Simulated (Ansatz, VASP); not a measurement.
## ZnO in VASP and in Ansatz

```
CELL_PARAMETERS angstrom
0.01627 2.16944 2.16944
2.18571 0.00000 2.18571
2.16944 2.16944 0.01627
ATOMIC_POSITIONS crystal
Zn 0.00000 0.00000 0.00000
O 0.50000 0.50000 0.50000
```

Change from the starting cell: strain +0.0150 x Voigt [0, 0, 0, 0, 1, 0], atoms carried along.

Alike in both runs: task single point; functional LDA; k mesh 12 × 12 × 12; occupations gaussian, width 0.05 eV; no spin polarisation.

|  | VASP | Ansatz |
| --- | --- | --- |
| version | VASP 6.6.1 | Ansatz 0.2.0 |
| potentials or method | VASP PAW LDA potentials, release 64 (Zn, O), cutoff 520 eV | scalar-relativistic, plane waves, PAW |
| valence electrons in the cell | 18 | 18 |

VASP gave:

- gap on the k mesh at the Fermi level (eV): 0.67
- least direct gap on the mesh (eV): 1.84
- pressure (GPa): -13.9
- traceless stress, the component that is largest in VASP (GPa): -1.31

Q: What did Ansatz give for the same quantities?

A: gap on the k mesh at the Fermi level (eV): 0.67; least direct gap on the mesh (eV): 1.85; pressure (GPa): -15.0; traceless stress, the component that is largest in VASP (GPa): -1.32.

LDA's correlation is that of Perdew and Zunger in VASP and of Perdew and Wang (1992) in Ansatz.
